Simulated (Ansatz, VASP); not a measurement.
Hg in VASP and in Ansatz

File POSCAR:

```
Hg
1.0
    1.8778599936      1.0841829728      2.1547276236
   -1.8778599936      1.0841829728      2.1547276236
    0.0000000000     -2.1683659456      2.1547276235
Hg
1
Direct
    0.0000000000      0.0000000000      0.0000000000
```

The input INCAR.step1:

```
SYSTEM = Hg
ALGO = Normal
EDIFF = 1E-4
ENCUT = 520
GGA = PE
ISMEAR = -1
LASPH = .TRUE.
LCHARG = .FALSE.
LREAL = .FALSE.
LWAVE = .TRUE.
NBANDS = 12
NELM = 100
PREC = Accurate
SIGMA = 0.1
```

Contents of INCAR.step2:

```
SYSTEM = Hg
ALGO = Normal
EDIFF = 1E-6
ENCUT = 520
ISIF = 2
ISMEAR = -1
ISTART = 1
LASPH = .TRUE.
LCHARG = .FALSE.
LMIXTAU = .TRUE.
LREAL = .FALSE.
LWAVE = .FALSE.
METAGGA = R2SCAN
NBANDS = 12
NELM = 100
PREC = Accurate
SIGMA = 0.1
```

Contents of KPOINTS:

```
k-points
0
G
  7 7 7
  0 0 0
```

Input for Ansatz:

```yaml
crystal:
  lattice:
    - [1.8778599936, 1.0841829728, 2.1547276236]
    - [-1.8778599936, 1.0841829728, 2.1547276236]
    - [0.0, -2.1683659456, 2.1547276235]
  atoms:
    - { symbol: Hg, position: [0.0, 0.0, 0.0] }
hamiltonian:
  xc: r2scan
  pseudopotentials:
    kind: paw
    azcp:
      Hg: "pseudopotentials/Hg.paw.azcp"
basis:
  ecutwfc: 500
  fft_grid_basis: typed
kpoints:
  mp_grid: { grid: [7, 7, 7], shift: [0, 0, 0] }
magnetization:
  spin_polarized: false
scf:
  occupations: { method: fermi_dirac, width: 0.1 }
  lower_state_search: "off"
output:
  stress: true
```

Alike in both runs: task single point; functional r2SCAN; k mesh 7 × 7 × 7; occupations fermi-dirac, width 0.1 eV; no spin polarisation.

|  | VASP | Ansatz |
| --- | --- | --- |
| version | VASP 6.6.1 | Ansatz 0.2.0 |
| potentials or method | VASP PAW PBE potentials, release 64 (Hg), cutoff 520 eV | plane waves (500 eV) with PAW, scalar-relativistic |
| valence electrons in the cell | 12 | 20 |

VASP gave:

```
pressure (GPa)                                                : 0.9
traceless stress, the component that is largest in VASP (GPa) : -0.20
```

Estimate Ansatz's values.

pressure (GPa): 0.6; traceless stress, the component that is largest in VASP (GPa): -0.33.

VASP's potentials were made for PBE, not for r2SCAN. The functional is the same, so the differences come from potentials, cutoffs and numerics. VASP's potentials hold 12 valence electrons a cell and Ansatz's 20, so a difference there can come from the potentials and not from the codes.

Spin-orbit coupling is off throughout.
